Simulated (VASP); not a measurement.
# ZrB2: relaxation of cell and atoms with PBE

Crystal: ZrB2.

```
Zr B
1.0
    -2.54958    2.54958    2.48480
     2.54958   -2.54958    2.48480
     2.54958    2.54958   -2.48480
Zr B
2 4
Direct
  0.14653 0.14653 0.00000
  0.89653 0.39653 0.50000
  0.45833 0.62500 0.83333
  0.79167 0.62500 0.16667
  0.37500 0.70833 0.33333
  0.37500 0.04167 0.66667
```

The cell was built from a structure type or drawn by symmetry, and may not be a known phase.

- Program: VASP 6.6.1
- Task: relaxation of cell and atoms
- Functional: PBE
- Potentials or basis: VASP PAW PBE potentials, release 64 (Zr_sv, B)
- Cutoff: 600 eV
- k mesh: 6 × 6 × 6
- Occupations: gaussian, width 0.1 eV
- Spin: no spin polarisation
- Dipole correction: no
- Further INCAR settings: ALGO = Normal; EDIFF = 1e-06; IBRION = 2; EDIFFG = -0.04; NSW = 90; ISIF = 3

```yaml
Relaxed_volume: 10.61 Å³/atom
Relaxed_cell: a = 4.475 Å, b = 4.475 Å, c = 4.475 Å, α = 119.66°, β = 119.66°, γ = 90.58°
Space_group_after_relaxing_to_0.1_Å: I4_1md (No. 109)
Pressure_after_relaxing: -0.3 GPa
Largest_force_after_relaxing: 0.023 eV/Å
Band_gap_on_the_k_mesh: zero (bands 18 and 19 overlap by 0.24 eV)
```

Forces in eV/Å, atoms in the order of the input:
```
Zr   0.000  0.000 -0.014
Zr   0.000  0.000 -0.014
B    0.000  0.022  0.007
B    0.000 -0.022  0.007
B    0.022  0.000  0.007
B   -0.022  0.000  0.007
```

Stress tensor (GPa, compression positive):
```
-0.51  0.00  0.00
 0.00 -0.51  0.00
 0.00  0.00  0.15
```

Final structure:
```
Zr B
1.0
    -2.24864    2.24864    3.14777
     2.24864   -2.24864    3.14777
     2.24864    2.24864   -3.14777
Zr B
2 4
Direct
  0.05941 0.05941 0.00000
  0.80941 0.30941 0.50000
  0.45877 0.66856 0.79021
  0.87836 0.66856 0.20979
  0.41856 0.70877 0.29021
  0.41856 0.12836 0.70979
```

Levels at points of the mesh, in eV from the Fermi level:
```csv
k point,band 16,band 17,band 18,band 19,band 20,band 21
"(0.00, 0.00, 0.00)",-3.98,-3.98,-3.55,2.90,2.90,2.91
"(0.50, 0.00, 0.00)",-1.23,-1.15,-0.60,1.59,1.99,2.34
"(0.50, 0.50, 0.00)",-1.83,-0.57,-0.57,-0.20,-0.20,1.05
"(0.50, 0.50, 0.50)",-1.48,-0.26,-0.26,0.01,0.01,0.44
```

Wall time 34 min on 1 thread of Intel Xeon 8259CL, with other jobs on the host, peak memory 0.25 GiB.
